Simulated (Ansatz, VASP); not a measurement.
ZrAl3B3N in VASP and in Ansatz

Contents of INCAR:

```
SYSTEM = ZrAl3B3N
  PREC = Accurate
  ENCUT = 600
  EDIFF = 1E-6
  ISMEAR = 0
  SIGMA = 0.15
  LREAL = .False.
  LASPH = .True.
  NELM = 80
  ALGO = Normal
  ISIF = 3
  LWAVE = .False.
  LCHARG = .False.
  GGA = PE
  IBRION = 2
  NSW = 36
  EDIFFG = -0.08
```

KPOINTS

```
Automatic mesh
0
Gamma
  4 4 1
  0 0 0
```

The input POSCAR:

```
ZrAl3B3N
1.0
    3.1000000000      0.0000000000      0.0000000000
   -1.5500000000      2.6846787500      0.0000000000
    0.0000000000      0.0000000000     11.2000000000
Zr Al B N
1 3 3 1
Direct
    0.3333333300      0.6666666700      0.0000000000
    0.3333333300      0.6666666700      0.3100000000
    0.6666666700      0.3333333300      0.5300000000
    0.0000000000      0.0000000000      0.7500000000
    0.6666666700      0.3333333300      0.1550000000
    0.0000000000      0.0000000000      0.1550000000
    0.6666666700      0.3333333300      0.8700000000
    0.0000000000      0.0000000000      0.4200000000
```

Input for Ansatz:

```yaml
crystal:
  lattice:
    - [3.1, 0.0, 0.0]
    - [-1.55, 2.68467875, 0.0]
    - [0.0, 0.0, 11.2]
  atoms:
    - { symbol: Zr, position: [0.33333333, 0.66666667, 0.0] }
    - { symbol: Al, position: [0.33333333, 0.66666667, 0.31] }
    - { symbol: Al, position: [0.66666667, 0.33333333, 0.53] }
    - { symbol: Al, position: [0.0, 0.0, 0.75] }
    - { symbol: B, position: [0.66666667, 0.33333333, 0.155] }
    - { symbol: B, position: [0.0, 0.0, 0.155] }
    - { symbol: B, position: [0.66666667, 0.33333333, 0.87] }
    - { symbol: "N", position: [0.0, 0.0, 0.42] }
basis:
  ecutwfc: 420
kpoints:
  mp_grid: { grid: [4, 4, 1] }
hamiltonian:
  xc: pbe
scf:
  occupations: { method: gaussian, width: 0.15 }
  lower_state_search: "off"
output:
  forces: true
  stress: true
  eigenvalues: true
relax:
  adjacent_minimum: "off"
  f_tol: 0.08
  max_steps: 16
  cell: { stress_tol: 0.8 }
```

Alike in both runs: task relaxation of cell and atoms; functional PBE; k mesh 4 × 4 × 1; occupations gaussian, width 0.15 eV; no spin polarisation.

```csv
,VASP,Ansatz
version,VASP 6.6.1,Ansatz 0.2.0
potentials or method,"VASP PAW PBE potentials, release 64 (Zr_sv, Al, B, N), cutoff 600 eV","scalar-relativistic, plane waves, PAW"
valence electrons in the cell,35,35
```

|  | VASP | Ansatz | Ansatz less VASP |
| --- | --- | --- | --- |
| gap on the k mesh at the Fermi level, each at its own relaxed structure (eV) | none | none | - |
| relaxed volume (Å³/atom) | 11.25 | 11.25 | +0.003 |
| relaxed length of the cell vector where the two differ most in proportion (Å) | 11.385 | 11.391 | +0.0064 |

A gap of «none» marks a metal or a gap that the smearing closes.

The k mesh is coarse, so the values compare programs but aren't converged.
